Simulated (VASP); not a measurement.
# H7N2F (Pca2_1) in VASP: a series of runs

The runs below take H7N2F through electric field gradients, with PBE.

All numbers are computed with VASP 6.6.1; they aren't measurements. Logs are shortened: lines on timing, memory, paths and dates and some standing lists are left out, and cuts for length are marked.

## 1. The cell of the first run

The structure is orthorhombic, space group Pca2_1 (No. 29). The conventional cell has a = 8.048 Å, b = 5.630 Å, c = 7.368 Å, α = 90.00°, β = 90.00°, γ = 90.00°. Within 1.4 Å of H (site symmetry 1) lie 1 N at 1.07 Å. Within 1.4 Å of H (site symmetry 1) lie 1 N at 1.04 Å. H (site symmetry 1) has 1 N at 1.04 Å within 1.4 Å. Within 1.4 Å of H (site symmetry 1) lie 1 N at 1.04 Å. Within 1.4 Å of H (site symmetry 1) lie 1 N at 1.02 Å. H (site symmetry 1) has 1 N at 1.02 Å within 1.4 Å. H (site symmetry 1) has 1 N at 1.02 Å within 1.4 Å. Within 1.4 Å of N (site symmetry 1) lie 4 H at 1.04 to 1.07 Å.

## 2. Electric field gradients, PBE

File INCAR:

```
  PREC = Accurate
  ENCUT = 520
  EDIFF = 1E-8
  ISMEAR = -5
  SIGMA = 0.1
  LREAL = Auto
  LASPH = T
  NELM = 80
  ALGO = Normal
  ISIF = 2
  LWAVE = F
  LCHARG = F
  GGA = PE
  LEFG = T
  NBANDS = 74
```

File KPOINTS:

```
Automatic mesh
0
Gamma
  3 4 3
```

File POSCAR:

```
H7N2F
1.0
    8.0483831800      0.0000000000      0.0000000000
    0.0000000000      5.6296524400      0.0000000000
    0.0000000000      0.0000000000      7.3676988900
H N F
28 8 4
Direct
    0.7253132400      0.7885011700      0.0282918500
    0.2746867600      0.2114988300      0.5282918500
    0.7746867600      0.7885011700      0.5282918500
    0.2253132400      0.2114988300      0.0282918500
    0.7455820900      0.0459763500      0.1494271700
    0.2544179100      0.9540236500      0.6494271700
    0.7544179100      0.0459763500      0.6494271700
    0.2455820900      0.9540236500      0.1494271700
    0.6309503400      0.0443963400      0.9567057800
    0.3690496600      0.9556036600      0.4567057800
    0.8690496600      0.0443963400      0.4567057800
    0.1309503400      0.9556036600      0.9567057800
    0.5590058000      0.9010109100      0.1462243800
    0.4409942000      0.0989890900      0.6462243800
    0.9409942000      0.9010109100      0.6462243800
    0.0590058000      0.0989890900      0.1462243800
    0.6297932400      0.4327700800      0.5617959400
    0.3702067600      0.5672299200      0.0617959400
    0.8702067600      0.4327700800      0.0617959400
    0.1297932400      0.5672299200      0.5617959400
    0.7358769100      0.4315138900      0.3716434700
    0.2641230900      0.5684861100      0.8716434700
    0.7641230900      0.4315138900      0.8716434700
    0.2358769100      0.5684861100      0.3716434700
    0.5635657600      0.5918575700      0.3869170300
    0.4364342400      0.4081424300      0.8869170300
    0.9364342400      0.5918575700      0.8869170300
    0.0635657600      0.4081424300      0.3869170300
    0.6636683900      0.9466082700      0.0710690000
    0.3363316100      0.0533917300      0.5710690000
    0.8363316100      0.9466082700      0.5710690000
    0.1636683900      0.0533917300      0.0710690000
    0.6666102700      0.5364770900      0.4555357800
    0.3333897300      0.4635229100      0.9555357800
    0.8333897300      0.5364770900      0.9555357800
    0.1666102700      0.4635229100      0.4555357800
    0.6058874200      0.1969478500      0.7625906000
    0.3941125800      0.8030521500      0.2625906000
    0.8941125800      0.1969478500      0.2625906000
    0.1058874200      0.8030521500      0.7625906000
```

Potentials or basis: VASP PAW PBE potentials, release 64 (H, N, F).

Launch:

```
cat potpaw_PBE.64/H/POTCAR potpaw_PBE.64/N/POTCAR potpaw_PBE.64/F/POTCAR > POTCAR
mpirun -np 1 vasp_std > vasp.out
```

OUTCAR:

```text
PREC = Accurate
   ENCUT = 520
   EDIFF = 1E-8
   ISMEAR = -5
   LREAL = Auto
   LASPH = T
   NELM = 80
   ISIF = 2
   GGA = PE

 ion  position               nearest neighbor table
   1  0.725  0.789  0.028-  29 1.07
   2  0.275  0.211  0.528-  30 1.07
   3  0.775  0.789  0.528-  31 1.07
   4  0.225  0.211  0.028-  32 1.07
   5  0.746  0.046  0.149-  29 1.04
   6  0.254  0.954  0.649-  30 1.04
[... 20 lines left out ...]
  27  0.936  0.592  0.887-  35 1.02
  28  0.064  0.408  0.387-  36 1.02
  29  0.664  0.947  0.071-   5 1.04  13 1.04   9 1.04   1 1.07
  30  0.336  0.053  0.571-   6 1.04  14 1.04  10 1.04   2 1.07
  31  0.836  0.947  0.571-   7 1.04  15 1.04  11 1.04   3 1.07
  32  0.164  0.053  0.071-   8 1.04  16 1.04  12 1.04   4 1.07
  33  0.667  0.536  0.456-  25 1.02  17 1.02  21 1.02
  34  0.333  0.464  0.956-  26 1.02  18 1.02  22 1.02
  35  0.833  0.536  0.956-  27 1.02  19 1.02  23 1.02
  36  0.167  0.464  0.456-  28 1.02  20 1.02  24 1.02
  37  0.606  0.197  0.763-
  38  0.394  0.803  0.263-
  39  0.894  0.197  0.263-
  40  0.106  0.803  0.763-

  LATTYP: Found a simple orthorhombic cell.
 ALAT       =     5.6296524400
 B/A-ratio  =     1.3087306843
 C/A-ratio  =     1.4296412196

  Lattice vectors:

 A1 = (   0.0000000000,   5.6296524400,   0.0000000000)
 A2 = (   0.0000000000,   0.0000000000,   7.3676988900)
 A3 = (   8.0483831800,   0.0000000000,   0.0000000000)

Analysis of symmetry for initial positions (statically):
=====================================================================
 Subroutine PRICEL returns:
 Original cell was already a primitive cell.

 Routine SETGRP: Setting up the symmetry group for a
 simple orthorhombic supercell.

 Subroutine GETGRP returns: Found  4 space group operations
 (whereof  1 operations were pure point group operations)
 out of a pool of  8 trial point group operations.

The static configuration has the point symmetry C_1 .
 The point group associated with its full space group is C_2v.

Analysis of symmetry for dynamics (positions and initial velocities):
=====================================================================
 Subroutine PRICEL returns:
 Original cell was already a primitive cell.

 Routine SETGRP: Setting up the symmetry group for a
 simple orthorhombic supercell.

 Subroutine GETGRP returns: Found  4 space group operations
 (whereof  1 operations were pure point group operations)
 out of a pool of  8 trial point group operations.

The dynamic configuration has the point symmetry C_1 .
 The point group associated with its full space group is C_2v.

 Subroutine INISYM returns: Found  4 space group operations
 (whereof  1 operations are pure point group operations),
 and found     1 'primitive' translations

----------------------------------------------------------------------------------------

                                     Primitive cell

  volume of cell :     333.8275

  direct lattice vectors                    reciprocal lattice vectors
     8.048383180  0.000000000  0.000000000     0.124248557  0.000000000  0.000000000
     0.000000000  5.629652440  0.000000000     0.000000000  0.177630859  0.000000000
     0.000000000  0.000000000  7.367698890     0.000000000  0.000000000  0.135727588

  length of vectors
     8.048383180  5.629652440  7.367698890     0.124248557  0.177630859  0.135727588

  position of ions in fractional coordinates (direct lattice)
     0.725313240  0.788501170  0.028291850
     0.274686760  0.211498830  0.528291850
     0.774686760  0.788501170  0.528291850
     0.225313240  0.211498830  0.028291850
     0.745582090  0.045976350  0.149427170
     0.254417910  0.954023650  0.649427170
[... 32 lines left out ...]
     0.894112580  0.196947850  0.262590600
     0.105887420  0.803052150  0.762590600

[... 105 lines left out ...]
   EDIFFG = 0.1E-06   stopping-criterion for IOM
   NSW    =      0    number of steps for IOM
   IBRION =     -1    ionic relax: 0-MD 1-quasi-New 2-CG
   NFREE  =      0    steps in history (QN), initial steepest desc. (CG)
   ISIF   =      2    stress and relaxation
   ISYM   =      2    0-nonsym 1-usesym 2-fastsym
   POTIM  = 0.5000    time-step for ionic-motion
   TEBEG  =    0.0;   TEEND  =   0.0 temperature during run
   PSTRESS=    0.0 pullay stress
   NELECT =      96.0000    total number of electrons
   NUPDOWN=      -1.0000    fix difference up-down
   EMIN   =  10.00;   EMAX   =-10.00  energy-range for DOS
   EFERMI =   0.00;   METHOD = LEGACY
   ISMEAR =    -5;   SIGMA  =   0.10  broadening in eV -4-tet -1-fermi 0-gaus
   EFERMI_NEDOS =   21; number of points for ismear=-14 and -15
   IALGO  =     38    algorithm
   IMIX   =      4    mixing-type and parameters
     AMIX     =   0.40;   BMIX     =  1.00
     AMIX_MAG =   1.60;   BMIX_MAG =  1.00
  volume/ion in A,a.u.               =       8.35        56.32
  Fermi-wavevector in a.u.,A,eV,Ry     =   1.080582  2.042005 15.886955  1.167658
  Thomas-Fermi vector in A             =   2.216577
   LORBIT       =      0    0 simple, 1 ext, 2 COOP (PROOUT), +10 PAW based schemes
   GGA     = PE    functional components
   LHFCALC =     F    Hartree Fock is set to
   AEXX    =    0.0000 exact exchange contribution
   IVDW    =     0    specifies the selected vdW correction
   LEPSILON=     F    determine dielectric tensor
   LRPA    =     F    only Hartree local field effects (RPA)
 non-spin polarized calculation
 Fermi weights with tetrahedron method with Bloechl corrections
  energy-cutoff  :      520.00
  volume of cell :      333.83
 maximum number of plane-waves:      9002
 NGX is ok and might be reduce to    60
   NGX = 29   NGY = 21   NGZ = 27

 number of electron      96.0000054 magnetization

 Free energy of the ion-electron system (eV)
  ---------------------------------------------------
  ext. energy  EPLUGINS =         0.00000000
  ---------------------------------------------------
  free energy    TOTEN  =      -196.67143320 eV

  energy without entropy =     -196.67143320  energy(sigma->0) =     -196.67143320

 E-fermi :  -2.4163     XC(G=0):  -7.3064

 val. band max:       -2.4740263288   @ k =   0.0000   0.0000   0.0000
 cond. band min:       2.4854142031   @ k =   0.0000   0.0000   0.0000
 fundamental gap:      4.9594405319
 Fermi energy:        -2.4162554531

 k-point     1 :       0.0000    0.0000    0.0000
  band No.  band energies     occupation
      1     -22.8504      2.00000
      2     -22.7787      2.00000
      3     -22.7744      2.00000
      4     -22.7744      2.00000
      5     -18.9928      2.00000
      6     -18.9790      2.00000
[... 745 lines left out ...]
     59       7.0633      0.00000
     60       7.0964      0.00000
 [bands above 60 left out]

------------------------ aborting loop because EDIFF is reached ----------------------------------------

  FORCE on cell =-STRESS in cart. coord.  units (eV):
  Direction    XX          YY          ZZ          XY          YZ          ZX
  --------------------------------------------------------------------------------------
  -------------------------------------------------------------------------------------
  Total        4.5477864      4.1165132      4.7633282      0.0000000      0.0000000      0.0000000
  in kB       21.8267232     19.7568636     22.8611985      0.0000000      0.0000000      0.0000000
  external PRESSURE =      21.4815951 kB  Pullay stress =       0.0000000 kB

 VOLUME and BASIS-vectors are now :
 -----------------------------------------------------------------------------
  energy-cutoff  :      520.00
  volume of cell :      333.83
      direct lattice vectors                 reciprocal lattice vectors
     8.048383180  0.000000000  0.000000000     0.124248557  0.000000000  0.000000000
     0.000000000  5.629652440  0.000000000     0.000000000  0.177630859  0.000000000
     0.000000000  0.000000000  7.367698890     0.000000000  0.000000000  0.135727588

 POSITION                                       TOTAL-FORCE (eV/Angst)
 -----------------------------------------------------------------------------------
      5.83760      4.43899      0.20845         0.116560     -0.223900     -0.070028
      2.21078      1.19066      3.89230        -0.116560      0.223900     -0.070028
      6.23498      4.43899      3.89230        -0.116560     -0.223900     -0.070028
      1.81341      1.19066      0.20845         0.116560      0.223900     -0.070028
      6.00073      0.25883      1.10093         0.169875      0.138637      0.142031
      2.04765      5.37082      4.78478        -0.169875     -0.138637      0.142031
[... 32 lines left out ...]
      7.19616      1.10875      1.93469        -0.000944      0.031932      0.007167
      0.85222      4.52090      5.61854         0.000944     -0.031932      0.007167
 -----------------------------------------------------------------------------------
    total drift:                                0.000000      0.000000      0.001977

  FREE ENERGIE OF THE ION-ELECTRON SYSTEM (eV)
  ---------------------------------------------------
  free  energy   TOTEN  =      -196.6714332009 eV

  energy  without entropy=     -196.6714332009  energy(sigma->0) =     -196.67143320

 Electric field gradients (V/A^2)
---------------------------------------------------------------------
 ion       V_xx      V_yy      V_zz      V_xy      V_xz      V_yz
---------------------------------------------------------------------
   1      -3.328    10.069    -6.741   -10.513    -3.731     6.704
   2      -3.328    10.069    -6.741   -10.513     3.731    -6.704
   3      -3.328    10.069    -6.741    10.513     3.731     6.704
   4      -3.328    10.069    -6.741    10.513    -3.731    -6.704
   5       2.064    -1.671    -0.393    13.086    13.467    11.559
   6       2.064    -1.671    -0.393    13.086   -13.467   -11.559
[... 32 lines left out ...]
  39       2.119    -5.875     3.756     1.811    -2.722    -0.939
  40       2.119    -5.875     3.756     1.811     2.722     0.939
---------------------------------------------------------------------

 Electric field gradients after diagonalization (V/A^2)
 (convention: |V_zz| > |V_xx| > |V_yy|)
----------------------------------------------------------------------
 ion       V_xx      V_yy      V_zz     asymmetry (V_yy - V_xx)/ V_zz
----------------------------------------------------------------------
   1      -9.143    -9.053    18.196       0.005
   2      -9.143    -9.053    18.196       0.005
   3      -9.143    -9.053    18.196       0.005
   4      -9.143    -9.053    18.196       0.005
   5     -13.034   -12.520    25.554       0.020
   6     -13.034   -12.520    25.554       0.020
[... 32 lines left out ...]
  39       6.065     0.214    -6.279       0.932
  40       6.065     0.214    -6.279       0.932
----------------------------------------------------------------------

           NMR quadrupolar parameters

 Cq : quadrupolar parameter    Cq=e*Q*V_zz/h
 eta: asymmetry parameters     (V_yy - V_xx)/ V_zz
 Q  : nuclear electric quadrupole moment in mb (millibarn)
----------------------------------------------------------------------
 ion       Cq(MHz)       eta       Q (mb)
----------------------------------------------------------------------
   1       0.044       0.005       1.000
   2       0.044       0.005       1.000
   3       0.044       0.005       1.000
   4       0.044       0.005       1.000
   5       0.062       0.020       1.000
   6       0.062       0.020       1.000
[... 32 lines left out ...]
  39      -0.015       0.932       1.000
  40      -0.015       0.932       1.000
----------------------------------------------------------------------
```

Wall time 6.3 min (1 thread of Intel Xeon Platinum 8488C (Sapphire Rapids), shared host); peak memory 0.48 GiB.

What came out:

| Item | Value |
| --- | --- |
| Free energy | -196.6714 eV |
| Pressure | 2.1 GPa |
| Largest force | 0.263 eV/Å |
| Band gap on the k mesh | 4.96 eV |
| Largest electric field gradient by atom | H +18.2, +25.6, +25.4, +25.3, +33.9, +34.2 (each value once); N -7.7, -64.8 (each value once); F -6.3 V/Å² |

Forces in eV/Å, atoms in the order of the input:
```
H    0.117 -0.224 -0.070
H   -0.117  0.224 -0.070
H   -0.117 -0.224 -0.070
H    0.117  0.224 -0.070
H    0.170  0.139  0.142
H   -0.170 -0.139  0.142
H   -0.170  0.139  0.142
H    0.170 -0.139  0.142
H   -0.063  0.132 -0.210
H    0.063 -0.132 -0.210
H    0.063  0.132 -0.210
H   -0.063 -0.132 -0.210
H   -0.212 -0.066  0.142
H    0.212  0.066  0.142
H    0.212 -0.066  0.142
H   -0.212  0.066  0.142
H   -0.070 -0.129  0.183
H    0.070  0.129  0.183
H    0.070 -0.129  0.183
H   -0.070  0.129  0.183
H    0.132 -0.133 -0.143
H   -0.132  0.133 -0.143
H   -0.132 -0.133 -0.143
H    0.132  0.133 -0.143
H   -0.194  0.080 -0.118
H    0.194 -0.080 -0.118
H    0.194  0.080 -0.118
H   -0.194 -0.080 -0.118
N   -0.005 -0.004 -0.005
N    0.005  0.004 -0.005
N    0.005 -0.004 -0.005
N   -0.005  0.004 -0.005
N    0.109  0.192  0.070
N   -0.109 -0.192  0.070
N   -0.109  0.192  0.070
N    0.109 -0.192  0.070
F    0.001  0.032  0.007
F   -0.001 -0.032  0.007
F   -0.001  0.032  0.007
F    0.001 -0.032  0.007
```

Stress tensor (GPa, compression positive):
```
2.18 0.00 0.00
0.00 1.98 0.00
0.00 0.00 2.29
```

Electric field gradients, principal values (V/Å²):
| atom | least | middle | greatest (by size) |
| --- | --- | --- | --- |
| 1 H | -9.053 | -9.143 | 18.196 |
| 2 H | -9.053 | -9.143 | 18.196 |
| 3 H | -9.053 | -9.143 | 18.196 |
| 4 H | -9.053 | -9.143 | 18.196 |
| 5 H | -12.520 | -13.034 | 25.554 |
| 6 H | -12.520 | -13.034 | 25.554 |
| 7 H | -12.520 | -13.034 | 25.554 |
| 8 H | -12.520 | -13.034 | 25.554 |
| 9 H | -12.522 | -12.843 | 25.366 |
| 10 H | -12.522 | -12.843 | 25.366 |
| 11 H | -12.522 | -12.843 | 25.366 |
| 12 H | -12.522 | -12.843 | 25.366 |
| 13 H | -12.433 | -12.849 | 25.282 |
| 14 H | -12.433 | -12.849 | 25.282 |
| 15 H | -12.433 | -12.849 | 25.282 |
| 16 H | -12.433 | -12.849 | 25.282 |
| 17 H | -15.121 | -18.815 | 33.936 |
| 18 H | -15.121 | -18.815 | 33.936 |
| 19 H | -15.121 | -18.815 | 33.936 |
| 20 H | -15.121 | -18.815 | 33.936 |
| 21 H | -15.060 | -18.841 | 33.901 |
| 22 H | -15.060 | -18.841 | 33.901 |
| 23 H | -15.060 | -18.841 | 33.901 |
| 24 H | -15.060 | -18.841 | 33.901 |
| 25 H | -15.156 | -19.063 | 34.219 |
| 26 H | -15.156 | -19.063 | 34.219 |
| 27 H | -15.156 | -19.063 | 34.219 |
| 28 H | -15.156 | -19.063 | 34.219 |
| 29 N | 3.411 | 4.289 | -7.700 |
| 30 N | 3.411 | 4.289 | -7.700 |
| 31 N | 3.411 | 4.289 | -7.700 |
| 32 N | 3.411 | 4.289 | -7.700 |
| 33 N | 32.334 | 32.470 | -64.803 |
| 34 N | 32.334 | 32.470 | -64.803 |
| 35 N | 32.334 | 32.470 | -64.803 |
| 36 N | 32.334 | 32.470 | -64.803 |
| 37 F | 0.214 | 6.065 | -6.279 |
| 38 F | 0.214 | 6.065 | -6.279 |
| 39 F | 0.214 | 6.065 | -6.279 |
| 40 F | 0.214 | 6.065 | -6.279 |

Caveat: without QUAD_EFG the Cq values of the log hold for a quadrupole moment of 1 mb, not for the nuclei; an odd mesh through Γ misses points on the zone boundary, where band edges can lie.

[end of part 1 of 2]
